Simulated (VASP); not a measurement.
# ZnO (P6_3mc) in VASP: a series of runs

Runs on ZnO. Level: PBEsol. Tasks: single point, relaxation of cell and atoms.

Everything below comes from runs of VASP 6.6.1. Logs are shortened: lines on timing, memory, paths and dates and some standing lists are left out, and cuts for length are marked.

### Step 1. The cell of the first run

Symmetry: P6_3mc, No. 186, hexagonal system. The conventional cell has a = 3.230 Å, b = 3.230 Å, c = 5.214 Å, α = 90.00°, β = 90.00°, γ = 120.00°. Within 2.6 Å of Zn (site symmetry 3m) lie 4 O at 1.97 to 1.98 Å. Within 2.6 Å of O (site symmetry 3m) lie 4 Zn at 1.97 to 1.98 Å.

### Step 2. Single point, PBEsol

The input, INCAR:

```
PREC = Accurate
ENCUT = 520
EDIFF = 1E-7
ISMEAR = 0
SIGMA = 0.02
LREAL = False
LASPH = True
NELM = 100
ALGO = Normal
ISIF = 2
LWAVE = False
LCHARG = False
GGA = PS
NBANDS = 26
```

The input, KPOINTS:

```
Automatic mesh
0
Gamma
  12 12 6
```

The input, POSCAR:

```
ZnO
1.0
    3.2304736093      0.0000000000      0.0000000000
   -1.6152368046      2.7976722120      0.0000000000
    0.0000000000      0.0000000000      5.2140756110
Zn O
2 2
Direct
    0.6666666667      0.3333333333      0.5006434762
    0.3333333333      0.6666666667      0.0006434762
    0.6666666667      0.3333333333      0.8796665238
    0.3333333333      0.6666666667      0.3796665238
```

Potentials or basis: VASP PAW PBE potentials, release 64 (Zn, O).

Launch:

```
> cat potpaw_PBE.64/Zn/POTCAR potpaw_PBE.64/O/POTCAR > POTCAR
> mpirun -np 1 vasp_std > vasp.out
```

OUTCAR:

```text
PREC = Accurate
   ENCUT = 520
   EDIFF = 1E-7
   ISMEAR = 0
   LREAL = False
   LASPH = True
   NELM = 100
   ISIF = 2
   GGA = PS

 ion  position               nearest neighbor table
   1  0.667  0.333  0.501-   4 1.97   4 1.97   4 1.97   3 1.98
   2  0.333  0.667  0.001-   3 1.97   3 1.97   3 1.97   4 1.98
   3  0.667  0.333  0.880-   2 1.97   2 1.97   2 1.97   1 1.98
   4  0.333  0.667  0.380-   1 1.97   1 1.97   1 1.97   2 1.98

  LATTYP: Found a hexagonal cell.
 ALAT       =     3.2304736093
 C/A-ratio  =     1.6140282329

  Lattice vectors:

 A1 = (   3.2304736093,   0.0000000000,   0.0000000000)
 A2 = (  -1.6152368046,   2.7976722120,   0.0000000000)
 A3 = (   0.0000000000,   0.0000000000,   5.2140756110)

Analysis of symmetry for initial positions (statically):
=====================================================================
 Subroutine PRICEL returns:
 Original cell was already a primitive cell.

 Routine SETGRP: Setting up the symmetry group for a
 hexagonal supercell.

 Subroutine GETGRP returns: Found 12 space group operations
 (whereof  6 operations were pure point group operations)
 out of a pool of 24 trial point group operations.

The static configuration has the point symmetry C_3v.
 The point group associated with its full space group is C_6v.

Analysis of symmetry for dynamics (positions and initial velocities):
=====================================================================
 Subroutine PRICEL returns:
 Original cell was already a primitive cell.

 Routine SETGRP: Setting up the symmetry group for a
 hexagonal supercell.

 Subroutine GETGRP returns: Found 12 space group operations
 (whereof  6 operations were pure point group operations)
 out of a pool of 24 trial point group operations.

The dynamic configuration has the point symmetry C_3v.
 The point group associated with its full space group is C_6v.

 Subroutine INISYM returns: Found 12 space group operations
 (whereof  6 operations are pure point group operations),
 and found     1 'primitive' translations

----------------------------------------------------------------------------------------

                                     Primitive cell

  volume of cell :      47.1238

  direct lattice vectors                    reciprocal lattice vectors
     3.230473609  0.000000000  0.000000000     0.309552134  0.178720008  0.000000000
    -1.615236805  2.797672212  0.000000000     0.000000000  0.357440016  0.000000000
     0.000000000  0.000000000  5.214075611     0.000000000  0.000000000  0.191788550

  length of vectors
     3.230473609  3.230473609  5.214075611     0.357440016  0.357440016  0.191788550

  position of ions in fractional coordinates (direct lattice)
     0.666666667  0.333333333  0.500643476
     0.333333333  0.666666667  0.000643476
     0.666666667  0.333333333  0.879666524
     0.333333333  0.666666667  0.379666524

  ion indices of the primitive-cell ions
   primitive index   ion index
                 1           1
                 2           2
                 3           3
                 4           4

----------------------------------------------------------------------------------------

 KPOINTS: Automatic mesh

Automatic generation of k-mesh.
 Grid dimensions read from file:
 generate k-points for:   12   12    6

 Generating k-lattice:

  Cartesian coordinates                     Fractional coordinates (reciprocal lattice)
     0.025796011  0.014893334  0.000000000     0.083333333  0.000000000  0.000000000
     0.000000000  0.029786668  0.000000000     0.000000000  0.083333333  0.000000000
     0.000000000  0.000000000  0.031964758     0.000000000  0.000000000  0.166666667

  Length of vectors
     0.029786668  0.029786668  0.031964758

  Shift w.r.t. Gamma in fractional coordinates (k-lattice)
     0.000000000  0.000000000  0.000000000

 Subroutine IBZKPT returns following result:
 ===========================================

 Found     76 irreducible k-points:

 Following reciprocal coordinates:
            Coordinates               Weight
  0.000000  0.000000  0.000000      1.000000
  0.083333  0.000000  0.000000      6.000000
  0.166667  0.000000  0.000000      6.000000
  0.250000 -0.000000  0.000000      6.000000
  0.333333  0.000000  0.000000      6.000000
  0.416667 -0.000000  0.000000      6.000000
[... 16 lines left out ...]
  0.250000 -0.000000  0.166667     12.000000
  0.333333  0.000000  0.166667     12.000000
 [... further k-points ...]
   k-points           NKPTS =     76   k-points in BZ     NKDIM =     76   number of bands    NBANDS=     26
   number of dos      NEDOS =    301   number of ions     NIONS =      4
   total plane-waves  NPLWV =  23040
   dimension x,y,z NGX =    24 NGY =   24 NGZ =   40
   dimension x,y,z NGXF=    48 NGYF=   48 NGZF=   80
   ions per type =               2   2
   NGX,Y,Z   is equivalent  to a cutoff of  12.35, 12.35, 12.75 a.u.
   NGXF,Y,Z  is equivalent  to a cutoff of  24.70, 24.70, 25.51 a.u.
 SYSTEM =  unknown system
   PREC   = accura    normal or accurate (medium, high low for compatibility)
   ISTART =      0    job   : 0-new  1-cont  2-samecut
   ICHARG =      2    charge: 1-file 2-atom 10-const
   ISPIN  =      1    spin polarized calculation?
   LNONCOLLINEAR =      F non collinear calculations
   LSORBIT =      F    spin-orbit coupling
   LASPH  =      T    aspherical Exc in radial PAW
   ENCUT  =  520.0 eV  38.22 Ry    6.18 a.u.   6.01  6.01  9.69*2*pi/ulx,y,z
   NELM   =    100;   NELMIN=  2; NELMDL= -5     # of ELM steps
   EDIFF  = 0.1E-06   stopping-criterion for ELM
   LREAL  =      F    real-space projection
   EDIFFG = 0.1E-05   stopping-criterion for IOM
   NSW    =      0    number of steps for IOM
   IBRION =     -1    ionic relax: 0-MD 1-quasi-New 2-CG
   NFREE  =      0    steps in history (QN), initial steepest desc. (CG)
   ISIF   =      2    stress and relaxation
   ISYM   =      2    0-nonsym 1-usesym 2-fastsym
   POTIM  = 0.5000    time-step for ionic-motion
   TEBEG  =    0.0;   TEEND  =   0.0 temperature during run
   PSTRESS=    0.0 pullay stress
   NELECT =      36.0000    total number of electrons
   NUPDOWN=      -1.0000    fix difference up-down
   EMIN   =  10.00;   EMAX   =-10.00  energy-range for DOS
   EFERMI =   0.00;   METHOD = LEGACY
   ISMEAR =     0;   SIGMA  =   0.02  broadening in eV -4-tet -1-fermi 0-gaus
   EFERMI_NEDOS =   21; number of points for ismear=-14 and -15
   IALGO  =     38    algorithm
   IMIX   =      4    mixing-type and parameters
     AMIX     =   0.40;   BMIX     =  1.00
     AMIX_MAG =   1.60;   BMIX_MAG =  1.00
  volume/ion in A,a.u.               =      11.78        79.50
  Fermi-wavevector in a.u.,A,eV,Ry     =   1.496565  2.828098 30.473056  2.239706
  Thomas-Fermi vector in A             =   2.608565
   LORBIT       =      0    0 simple, 1 ext, 2 COOP (PROOUT), +10 PAW based schemes
   GGA     = PS    functional components
   LHFCALC =     F    Hartree Fock is set to
   AEXX    =    0.0000 exact exchange contribution
   IVDW    =     0    specifies the selected vdW correction
   LEPSILON=     F    determine dielectric tensor
   LRPA    =     F    only Hartree local field effects (RPA)
 non-spin polarized calculation
 Gauss-broadening in eV      SIGMA  =   0.02
  energy-cutoff  :      520.00
  volume of cell :       47.12
 maximum number of plane-waves:      1290
   NGX = 13   NGY = 13   NGZ = 19

 number of electron      36.0000015 magnetization

 Free energy of the ion-electron system (eV)
  ---------------------------------------------------
  ext. energy  EPLUGINS =         0.00000000
  ---------------------------------------------------
  free energy    TOTEN  =       -19.41070144 eV

  energy without entropy =      -19.41070144  energy(sigma->0) =      -19.41070144

 E-fermi :   1.2345     XC(G=0): -11.2400

 val. band max:        1.1450124742   @ k =   0.0000   0.0000   0.0000
 cond. band min:       1.8351821867   @ k =   0.0000   0.0000   0.0000
 fundamental gap:      0.6901697124
 Fermi energy:         1.2345475850

 k-point     1 :       0.0000    0.0000    0.0000
  band No.  band energies     occupation
      1     -16.9832      2.00000
      2     -16.2280      2.00000
      3      -4.6627      2.00000
      4      -4.6231      2.00000
      5      -4.6231      2.00000
      6      -4.5785      2.00000
[... 18 lines left out ...]
     25      15.2624      0.00000
     26      15.2624      0.00000

 k-point     2 :       0.0833    0.0000    0.0000
  band No.  band energies     occupation
      1     -16.9431      2.00000
      2     -16.2099      2.00000
      3      -4.6781      2.00000
      4      -4.6002      2.00000
      5      -4.5992      2.00000
      6      -4.5519      2.00000
[... 18 lines left out ...]
     25      15.1730      0.00000
     26      15.3598      0.00000

 k-point     3 :       0.1667    0.0000    0.0000
  band No.  band energies     occupation
      1     -16.8299      2.00000
      2     -16.1617      2.00000
      3      -4.7943      2.00000
      4      -4.5400      2.00000
      5      -4.5208      2.00000
      6      -4.4712      2.00000
[... 18 lines left out ...]
     25      15.1199      0.00000
     26      15.4550      0.00000

 k-point     4 :       0.2500   -0.0000    0.0000
  band No.  band energies     occupation
      1     -16.6651      2.00000
      2     -16.1004      2.00000
      3      -4.9134      2.00000
      4      -4.5511      2.00000
      5      -4.4661      2.00000
      6      -4.3568      2.00000
[... 18 lines left out ...]
     25      14.4552      0.00000
     26      15.2985      0.00000
[... 496 lines left out ...]
      1     -16.7866      2.00000
      2     -16.2078      2.00000
      3      -4.8308      2.00000
      4      -4.6695      2.00000
      5      -4.5301      2.00000
      6      -4.4899      2.00000
[... 18 lines left out ...]
     25      14.2728      0.00000
     26      15.2363      0.00000

 k-point    23 :       0.2500   -0.0000    0.1667
  band No.  band energies     occupation
      1     -16.6276      2.00000
      2     -16.1385      2.00000
      3      -4.9470      2.00000
      4      -4.6748      2.00000
      5      -4.4516      2.00000
      6      -4.3785      2.00000
[... 18 lines left out ...]
     25      14.4551      0.00000
     26      15.1662      0.00000

 k-point    24 :       0.3333    0.0000    0.1667
  band No.  band energies     occupation
      1     -16.4533      2.00000
      2     -16.0781      2.00000
      3      -5.0084      2.00000
      4      -4.7142      2.00000
      5      -4.3853      2.00000
      6      -4.2447      2.00000
[... 18 lines left out ...]
     25      14.5081      0.00000
     26      15.1262      0.00000

 [... further k-points ...]

------------------------ aborting loop because EDIFF is reached ----------------------------------------

  FORCE on cell =-STRESS in cart. coord.  units (eV):
  Direction    XX          YY          ZZ          XY          YZ          ZX
  --------------------------------------------------------------------------------------
  -------------------------------------------------------------------------------------
  Total        0.2860924      0.2860924      0.2882575      0.0000000      0.0000000      0.0000000
  in kB        9.7269485      9.7269485      9.8005577      0.0000000      0.0000000      0.0000000
  external PRESSURE =       9.7514849 kB  Pullay stress =       0.0000000 kB

 VOLUME and BASIS-vectors are now :
 -----------------------------------------------------------------------------
  energy-cutoff  :      520.00
  volume of cell :       47.12
      direct lattice vectors                 reciprocal lattice vectors
     3.230473609  0.000000000  0.000000000     0.309552134  0.178720008  0.000000000
    -1.615236805  2.797672212  0.000000000     0.000000000  0.357440016  0.000000000
     0.000000000  0.000000000  5.214075611     0.000000000  0.000000000  0.191788550

 POSITION                                       TOTAL-FORCE (eV/Angst)
 -----------------------------------------------------------------------------------
      1.61524      0.93256      2.61039         0.000000      0.000000      0.002659
     -0.00000      1.86511      0.00336        -0.000000      0.000000      0.002659
      1.61524      0.93256      4.58665        -0.000000      0.000000     -0.002659
     -0.00000      1.86511      1.97961         0.000000      0.000000     -0.002659
 -----------------------------------------------------------------------------------
    total drift:                               -0.000000      0.000000      0.000959

  FREE ENERGIE OF THE ION-ELECTRON SYSTEM (eV)
  ---------------------------------------------------
  free  energy   TOTEN  =       -19.4107014362 eV

  energy  without entropy=      -19.4107014362  energy(sigma->0) =      -19.41070144
```

It took 57 s on 1 thread of AMD EPYC 7R13 (Zen 3), shared host; peak memory 0.17 GiB.

What came out:

```
Free energy            : -19.4107 eV
Pressure               : 1.0 GPa
Band gap on the k mesh : 0.69 eV, direct
```

Forces on the atoms (eV/Å):
```
Zn   0.000  0.000  0.003
Zn   0.000  0.000  0.003
O    0.000  0.000 -0.003
O    0.000  0.000 -0.003
```

Levels at points of the mesh, in eV from the valence-band top:
```tsv
k point	band 15	band 16	band 17	band 18	band 19	band 20	band 21	band 22
(0.00, 0.00, 0.00)	-0.81	-0.09	0.00	0.00	0.69	5.15	8.10	12.83
(0.50, 0.00, 0.00)	-2.88	-2.32	-1.33	-0.86	5.73	6.72	7.43	8.51
(0.00, 0.00, 0.50)	-0.40	-0.40	-0.40	-0.40	3.38	3.38	9.96	9.96
(0.50, 0.00, 0.50)	-1.54	-1.54	-1.41	-1.41	5.58	5.58	8.40	8.40
```

Caveat: the PAW data sets were made with another functional, which shifts forces and pressure a little.

### Step 3. Relaxation of cell and atoms, PBEsol

This run uses another cell than the first one, of 11.85 Å³/atom, 1.006 times its volume.

The input, INCAR:

```
SYSTEM = ZnO
PREC = Accurate
ENCUT = 600
EDIFF = 1E-6
ISMEAR = 0
SIGMA = 0.02
LREAL = .False.
LASPH = .True.
NELM = 100
ALGO = Normal
ISIF = 3
LWAVE = .False.
LCHARG = .False.
GGA = PS
IBRION = 2
NSW = 100
EDIFFG = -0.005
```

The input, KPOINTS:

```
regular mesh
0
Gamma
  12 12 6
  0 0 0
```

The input, POSCAR:

```
ZnO
1.0
    3.2373510235      0.0000000000      0.0000000000
   -1.6186755117      2.8036282273      0.0000000000
    0.0000000000      0.0000000000      5.2220613000
Zn O
2 2
Direct
    0.6666666700      0.3333333300      0.5005917000
    0.3333333300      0.6666666700      0.0005917000
    0.6666666700      0.3333333300      0.8797183000
    0.3333333300      0.6666666700      0.3797183000
```

Potentials or basis: VASP PAW PBE potentials, release 64 (Zn, O).

Launch:

```
> cat potpaw_PBE.64/Zn/POTCAR potpaw_PBE.64/O/POTCAR > POTCAR
> mpirun -np 1 vasp_std > vasp.out
```

Run time: 94 s. Hardware: 1 thread of AMD EPYC 7R13 (Zen 3), shared host; peak memory 0.2 GiB.

It converged, with:

```
Free energy                            : -19.4155 eV
Relaxed volume                         : 11.84 Å³/atom
Relaxed cell                           : a = 3.236 Å, b = 3.236 Å, c = 5.222 Å, α = 90.00°, β = 90.00°, γ = 120.00°
Space group after relaxing (to 0.05 Å) : P6_3mc (No. 186)
Energy gained by relaxing              : 0.0 meV/atom
Ionic steps                            : 2
Pressure after relaxing                : 0.0 GPa
Largest force after relaxing           : 0.004 eV/Å
Band gap on the k mesh                 : 0.68 eV, direct
```

Forces on the atoms (eV/Å):
```
Zn   0.000  0.000  0.004
Zn   0.000  0.000  0.004
O    0.000  0.000 -0.004
O    0.000  0.000 -0.004
```

Final structure:
```cif
data_structure
_symmetry_space_group_name_H-M 'P 1'
_symmetry_Int_Tables_number 1
_cell_length_a 3.2362
_cell_length_b 3.2362
_cell_length_c 5.2220
_cell_angle_alpha 90.000
_cell_angle_beta 90.000
_cell_angle_gamma 120.000
_cell_volume 47.36
loop_
_atom_site_label
_atom_site_type_symbol
_atom_site_fract_x
_atom_site_fract_y
_atom_site_fract_z
_atom_site_occupancy
Zn1 Zn 0.66667 0.33333 0.50059 1
Zn2 Zn 0.33333 0.66667 0.00059 1
O1 O 0.66667 0.33333 0.87972 1
O2 O 0.33333 0.66667 0.37972 1
```

Levels at points of the mesh, in eV from the valence-band top:
| k point | band 16 | band 17 | band 18 | band 19 | band 20 | band 21 |
| --- | --- | --- | --- | --- | --- | --- |
| (0.00, 0.00, 0.00) | -0.09 | 0.00 | 0.00 | 0.68 | 5.13 | 8.09 |
| (0.50, 0.00, 0.00) | -2.30 | -1.32 | -0.85 | 5.71 | 6.72 | 7.43 |
| (0.00, 0.00, 0.50) | -0.40 | -0.40 | -0.40 | 3.37 | 3.37 | 9.94 |
| (0.50, 0.00, 0.50) | -1.53 | -1.40 | -1.40 | 5.57 | 5.57 | 8.37 |

Caveat: the PAW data sets were made with another functional, which shifts forces and pressure a little.

[end of part 1 of 2]
